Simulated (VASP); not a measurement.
# BaTl2Sn2 (I4/mmm) in VASP: single point with HSE06

Aim: the single point of BaTl2Sn2 with HSE06.

All numbers are computed with VASP 6.6.1; they aren't measurements. Logs are shortened: lines on timing, memory, paths and dates and some standing lists are left out, and cuts for length are marked.

### 1 The cell of the first run

The structure is tetragonal, space group I4/mmm (No. 139). The conventional cell has a = 5.063 Å, b = 5.063 Å, c = 11.947 Å, α = 90.00°, β = 90.00°, γ = 90.00°. Ba (site symmetry 4/mmm) has 10 Sn at 3.87 to 4.49 Å and 8 Tl at 3.92 Å and 4 Ba at 5.06 Å within 5.1 Å. Within 4.0 Å of Tl (site symmetry -4m2) lie 4 Sn at 2.95 Å and 4 Tl at 3.58 Å and 4 Ba at 3.92 Å. Sn (site symmetry 4mm) has 4 Tl at 2.95 Å and 1 Sn at 2.96 Å and 4 Ba at 3.87 Å within 3.9 Å.

### 2 Single point, HSE06

Input file POSCAR:

```
BaTl2Sn2
1.0
    0.0000000000      5.0631330000      0.0000000000
    5.0631330000      0.0000000000      0.0000000000
    2.5315670000      2.5315670000     -5.9736550000
Ba Tl Sn
1 2 2
Direct
    0.0000000000      0.0000000000      0.0000000000
    0.7500000000      0.2500000000      0.5000000000
    0.2500000000      0.7500000000      0.5000000000
    0.3760000000      0.3760000000      0.2480000000
    0.6240000000      0.6240000000      0.7520000000
```

Input file INCAR.step1:

```
PREC = Accurate
ENCUT = 400
EDIFF = 1E-5
ISMEAR = -1
SIGMA = 0.1
LREAL = F
LASPH = T
NELM = 120
ALGO = Normal
ISIF = 2
LWAVE = T
NBANDS = 40
GGA = PE
GGA_COMPAT = F
```

Input file INCAR.step2:

```
PREC = Accurate
ENCUT = 400
EDIFF = 1E-6
ISMEAR = -1
SIGMA = 0.1
LREAL = F
LASPH = T
NELM = 120
ALGO = Normal
ISIF = 2
LWAVE = F
LCHARG = T
GGA = PE
LHFCALC = T
HFSCREEN = 0.2079
PRECFOCK = Normal
LELF = T
LVHAR = T
NBANDS = 40
ISTART = 1
GGA_COMPAT = F
```

Input file KPOINTS:

```
regular mesh
0
Gamma
  2 2 2
```

Potentials or basis: VASP PAW PBE potentials, release 64 (Ba_sv, Tl_d, Sn_d).

Launch:

```console
$ cat potpaw_PBE.64/Ba_sv/POTCAR potpaw_PBE.64/Tl_d/POTCAR potpaw_PBE.64/Sn_d/POTCAR > POTCAR
$ cp INCAR.step1 INCAR
$ mpirun -np 1 vasp_std > vasp.out
$ cp INCAR.step2 INCAR
$ mpirun -np 1 vasp_std > vasp.out
```

OUTCAR:

```text
PREC = Accurate
   ENCUT = 400
   EDIFF = 1E-6
   ISMEAR = -1
   LREAL = F
   LASPH = T
   NELM = 120
   ISIF = 2
   GGA = PE
   LHFCALC = T
   HFSCREEN = 0.2079
   PRECFOCK = Normal
   ISTART = 1

 ion  position               nearest neighbor table
   1  0.000  0.000  0.000-   5 3.87   4 3.87   5 3.87   4 3.87   4 3.87   5 3.87   5 3.87   4 3.87
                             2 3.92   3 3.92   3 3.92   2 3.92   3 3.92   2 3.92   3 3.92   2 3.92
   2  0.750  0.250  0.500-   4 2.95   5 2.95   5 2.95   4 2.95   3 3.58   3 3.58   3 3.58   3 3.58
                             1 3.92   1 3.92   1 3.92   1 3.92
   3  0.250  0.750  0.500-   4 2.95   5 2.95   5 2.95   4 2.95   2 3.58   2 3.58   2 3.58   2 3.58
                             1 3.92   1 3.92   1 3.92   1 3.92
   4  0.376  0.376  0.248-   3 2.95   2 2.95   2 2.95   3 2.95   5 2.96   1 3.87   1 3.87   1 3.87
                             1 3.87
   5  0.624  0.624  0.752-   3 2.95   2 2.95   2 2.95   3 2.95   4 2.96   1 3.87   1 3.87   1 3.87
                             1 3.87

  LATTYP: Found a body centered tetragonal cell.
 ALAT       =     5.0631330000
 C/A-ratio  =     2.3596674233

  Lattice vectors:

 A1 = (  -2.5315670000,   2.5315660000,   5.9736550000)
 A2 = (   2.5315660000,  -2.5315670000,   5.9736550000)
 A3 = (   2.5315670000,   2.5315670000,  -5.9736550000)

Analysis of symmetry for initial positions (statically):
=====================================================================
 Subroutine PRICEL returns:
 Original cell was already a primitive cell.

 Routine SETGRP: Setting up the symmetry group for a
 body centered tetragonal supercell.

 Subroutine GETGRP returns: Found 16 space group operations
 (whereof 16 operations were pure point group operations)
 out of a pool of 16 trial point group operations.

The static configuration has the point symmetry D_4h.

Analysis of symmetry for dynamics (positions and initial velocities):
=====================================================================
 Subroutine PRICEL returns:
 Original cell was already a primitive cell.

 Routine SETGRP: Setting up the symmetry group for a
 body centered tetragonal supercell.

 Subroutine GETGRP returns: Found 16 space group operations
 (whereof 16 operations were pure point group operations)
 out of a pool of 16 trial point group operations.

The dynamic configuration has the point symmetry D_4h.

 Subroutine INISYM returns: Found 16 space group operations
 (whereof 16 operations are pure point group operations),
 and found     1 'primitive' translations

----------------------------------------------------------------------------------------

                                     Primitive cell

  volume of cell :     153.1365

  direct lattice vectors                    reciprocal lattice vectors
     0.000000000  5.063133000  0.000000000     0.000000000  0.197506169  0.083700866
     5.063133000  0.000000000  0.000000000     0.197506169  0.000000000  0.083700866
     2.531567000  2.531567000 -5.973655000     0.000000000  0.000000000 -0.167401700

  length of vectors
     5.063133000  5.063133000  6.964353309     0.214509957  0.214509957  0.167401700

  position of ions in fractional coordinates (direct lattice)
     0.000000000  0.000000000  0.000000000
     0.750000000  0.250000000  0.500000000
     0.250000000  0.750000000  0.500000000
     0.376000000  0.376000000  0.248000000
     0.624000000  0.624000000  0.752000000

  ion indices of the primitive-cell ions
   primitive index   ion index
                 1           1
                 2           2
                 3           3
                 4           4
                 5           5

----------------------------------------------------------------------------------------

 KPOINTS: regular mesh

Automatic generation of k-mesh.
 Grid dimensions read from file:
 generate k-points for:    2    2    2

 Generating k-lattice:

  Cartesian coordinates                     Fractional coordinates (reciprocal lattice)
     0.000000000  0.098753084  0.041850433     0.500000000  0.000000000  0.000000000
     0.098753084  0.000000000  0.041850433     0.000000000  0.500000000  0.000000000
     0.000000000  0.000000000 -0.083700850     0.000000000  0.000000000  0.500000000

  Length of vectors
     0.107254979  0.107254979  0.083700850

  Shift w.r.t. Gamma in fractional coordinates (k-lattice)
     0.000000000  0.000000000  0.000000000

 Subroutine IBZKPT returns following result:
 ===========================================

 Found      4 irreducible k-points:

 Following reciprocal coordinates:
            Coordinates               Weight
  0.000000  0.000000  0.000000      1.000000
  0.500000  0.000000  0.000000      4.000000
  0.500000  0.500000  0.000000      2.000000
  0.000000  0.000000  0.500000      1.000000
   k-points           NKPTS =      4   k-points in BZ     NKDIM =      8   number of bands    NBANDS=     40
   number of dos      NEDOS =    301   number of ions     NIONS =      5
   total plane-waves  NPLWV =  62208
   dimension x,y,z NGX =    36 NGY =   36 NGZ =   48
   dimension x,y,z NGXF=    72 NGYF=   72 NGZF=   96
   ions per type =               1   2   2
   NGX,Y,Z   is equivalent  to a cutoff of  11.82, 11.82, 11.46 a.u.
   NGXF,Y,Z  is equivalent  to a cutoff of  23.64, 23.64, 22.92 a.u.
 SYSTEM =  unknown system
   PREC   = accura    normal or accurate (medium, high low for compatibility)
   ISTART =      1    job   : 0-new  1-cont  2-samecut
   ICHARG =      0    charge: 1-file 2-atom 10-const
   ISPIN  =      1    spin polarized calculation?
   LNONCOLLINEAR =      F non collinear calculations
   LSORBIT =      F    spin-orbit coupling
   LASPH  =      T    aspherical Exc in radial PAW
   ENCUT  =  400.0 eV  29.40 Ry    5.42 a.u.   8.26  8.26 11.36*2*pi/ulx,y,z
   NELM   =    120;   NELMIN=  2; NELMDL=  0     # of ELM steps
   EDIFF  = 0.1E-05   stopping-criterion for ELM
   LREAL  =      F    real-space projection
   EDIFFG = 0.1E-04   stopping-criterion for IOM
   NSW    =      0    number of steps for IOM
   IBRION =     -1    ionic relax: 0-MD 1-quasi-New 2-CG
   NFREE  =      0    steps in history (QN), initial steepest desc. (CG)
   ISIF   =      2    stress and relaxation
   ISYM   =      3    0-nonsym 1-usesym 2-fastsym
   POTIM  = 0.5000    time-step for ionic-motion
   TEBEG  =    0.0;   TEEND  =   0.0 temperature during run
   PSTRESS=    0.0 pullay stress
   NELECT =      64.0000    total number of electrons
   NUPDOWN=      -1.0000    fix difference up-down
   EMIN   =  10.00;   EMAX   =-10.00  energy-range for DOS
   EFERMI =   0.00;   METHOD = LEGACY
   ISMEAR =    -1;   SIGMA  =   0.10  broadening in eV -4-tet -1-fermi 0-gaus
   EFERMI_NEDOS =   21; number of points for ismear=-14 and -15
   IALGO  =     38    algorithm
   IMIX   =      1    mixing-type and parameters
     AMIX     =   0.40;   BMIX     =  1.00
     AMIX_MAG =   1.60;   BMIX_MAG =  1.00
  volume/ion in A,a.u.               =      30.63       206.68
  Fermi-wavevector in a.u.,A,eV,Ry     =   1.223983  2.312992 20.383340  1.498133
  Thomas-Fermi vector in A             =   2.359074
   LORBIT       =      0    0 simple, 1 ext, 2 COOP (PROOUT), +10 PAW based schemes
   GGA     = PE    functional components
   LHFCALC =     T    Hartree Fock is set to
   PRECFOCK=normal    Normal, Fast or Accurate (Low or Medium for compatibility)
   ENCUT4O =  -1.0   cutoff for four orbital integrals eV
   NKREDX  =     1    reduce k-point grid by
   NKREDY  =     1    reduce k-point grid by
   NKREDZ  =     1    reduce k-point grid by
   AEXX    =    0.2500 exact exchange contribution
   HFSCREEN=    0.2079 screening length (either q_TF or 0.3 A-1)
   HFSCREENC=   0.2079 screening length for correlation (either q_TF or 0.3 A-1)
   ENCUTFOCK=  -1.0 apply spherical cutoff to Coloumb kernel
   IVDW    =     0    specifies the selected vdW correction
   LEPSILON=     F    determine dielectric tensor
   LRPA    =     F    only Hartree local field effects (RPA)
 non-spin polarized calculation
  energy-cutoff  :      400.00
  volume of cell :      153.14
 maximum number of plane-waves:      2804
 NGX is ok and might be reduce to    36
  NGX = 28; NGY = 28; NGZ = 36

 number of electron      63.9999979 magnetization

 Free energy of the ion-electron system (eV)
  ---------------------------------------------------
  ext. energy  EPLUGINS =         0.00000000
  ---------------------------------------------------
  free energy    TOTEN  =       -16.47467236 eV

  energy without entropy =      -16.36895662  energy(sigma->0) =      -16.42181449

 E-fermi :   6.1835     XC(G=0):  -8.1042

 val. band max:        5.8278084621   @ k =   0.0000   0.0000   0.0000
 cond. band min:       6.2236162955   @ k =   0.5000   0.0000   0.0000
 fundamental gap:      0.3958078334
 Fermi energy:         6.1835244776

 k-point     1 :       0.0000    0.0000    0.0000
  band No.  band energies     occupation
      1     -25.0120      2.00000
      2     -17.3333      2.00000
      3     -17.2565      2.00000
      4     -17.2565      2.00000
      5     -17.2129      2.00000
      6     -17.2056      2.00000
[... 32 lines left out ...]
     39      10.6240      0.00000
     40      11.2712      0.00000

 k-point     2 :       0.5000    0.0000    0.0000
  band No.  band energies     occupation
      1     -25.0084      2.00000
      2     -17.3334      2.00000
      3     -17.2615      2.00000
      4     -17.2585      2.00000
      5     -17.2127      2.00000
      6     -17.2021      2.00000
[... 32 lines left out ...]
     39      10.6743      0.00000
     40      11.0056      0.00000

 k-point     3 :       0.5000    0.5000    0.0000
  band No.  band energies     occupation
      1     -25.0049      2.00000
      2     -17.3328      2.00000
      3     -17.2655      2.00000
      4     -17.2591      2.00000
      5     -17.2107      2.00000
      6     -17.2004      2.00000
[... 32 lines left out ...]
     39      11.4979      0.00000
     40      11.9705      0.00000

 k-point     4 :       0.0000    0.0000    0.5000
  band No.  band energies     occupation
      1     -25.0118      2.00000
      2     -17.3343      2.00000
      3     -17.2604      2.00000
      4     -17.2604      2.00000
      5     -17.2161      2.00000
      6     -17.2023      2.00000
[... 32 lines left out ...]
     39       9.1979      0.00000
     40       9.3047      0.00000

------------------------ aborting loop because EDIFF is reached ----------------------------------------

  FORCE on cell =-STRESS in cart. coord.  units (eV):
  Direction    XX          YY          ZZ          XY          YZ          ZX
  --------------------------------------------------------------------------------------
  -------------------------------------------------------------------------------------
  Total        8.4763657      8.4763657     -0.1080462     -0.0000000      0.0000000      0.0000000
  in kB       88.6832213     88.6832213     -1.1304241     -0.0000000      0.0000001      0.0000001
  external PRESSURE =      58.7453395 kB  Pullay stress =       0.0000000 kB

 VOLUME and BASIS-vectors are now :
 -----------------------------------------------------------------------------
  energy-cutoff  :      400.00
  volume of cell :      153.14
      direct lattice vectors                 reciprocal lattice vectors
     0.000000000  5.063133000  0.000000000     0.000000000  0.197506169  0.083700866
     5.063133000  0.000000000  0.000000000     0.197506169  0.000000000  0.083700866
     2.531567000  2.531567000 -5.973655000     0.000000000  0.000000000 -0.167401700

 POSITION                                       TOTAL-FORCE (eV/Angst)
 -----------------------------------------------------------------------------------
      0.00000      0.00000      0.00000        -0.000000     -0.000000      0.000000
      2.53157      5.06313     -2.98683         0.000000     -0.000000      0.000000
      5.06313      2.53157     -2.98683        -0.000000      0.000000      0.000000
      2.53157      2.53157     -1.48147        -0.000000     -0.000000      0.881889
      5.06313      5.06313     -4.49219         0.000000      0.000000     -0.881889
 -----------------------------------------------------------------------------------
    total drift:                                0.000000      0.000001      0.000023

  FREE ENERGIE OF THE ION-ELECTRON SYSTEM (eV)
  ---------------------------------------------------
  free  energy   TOTEN  =       -16.4746723633 eV

  energy  without entropy=      -16.3689566201  energy(sigma->0) =      -16.42181449
```

Wall time 27 min (1 thread of Intel Xeon 8259CL, shared host); peak memory 0.4 GiB.

What came out:

- Free energy: -16.4747 eV
- Pressure: 5.9 GPa
- Largest force: 0.882 eV/Å
- Band gap on the k mesh: zero (bands 32 and 33 overlap by 0.83 eV)

Forces on the atoms (eV/Å):
```
Ba   0.000  0.000  0.000
Tl   0.000  0.000  0.000
Tl   0.000  0.000  0.000
Sn   0.000  0.000  0.882
Sn   0.000  0.000 -0.882
```

Stress tensor (GPa, compression positive):
```
 8.87  0.00  0.00
 0.00  8.87  0.00
 0.00  0.00 -0.11
```

Levels at points of the mesh, in eV from the Fermi level:
| k point | band 27 | band 28 | band 29 | band 30 | band 31 | band 32 | band 33 | band 34 | band 35 | band 36 |
| --- | --- | --- | --- | --- | --- | --- | --- | --- | --- | --- |
| (0.00, 0.00, 0.00) | -5.81 | -4.84 | -2.91 | -2.91 | -0.42 | -0.42 | -0.36 | 1.38 | 1.56 | 2.99 |
| (0.50, 0.00, 0.00) | -6.32 | -4.99 | -2.10 | -1.28 | -1.20 | -0.87 | 0.04 | 0.35 | 1.62 | 3.22 |
| (0.50, 0.50, 0.00) | -7.57 | -7.39 | -3.63 | -2.67 | -2.27 | 0.47 | 1.41 | 2.30 | 3.18 | 3.90 |
| (0.00, 0.00, 0.50) | -5.00 | -3.04 | -3.04 | -1.39 | -1.00 | 0.07 | 0.85 | 0.85 | 1.83 | 2.36 |

Caveat: the k points lie up to 0.67 Å⁻¹ apart, too coarse for converged energies and pressures of a metal; the PAW data sets were made with another functional, which shifts forces and pressure a little; spin-orbit coupling is left out, which moves the levels of the heavy elements.

The gap in the log of VASP goes by the Fermi energy; the results here count the filled bands.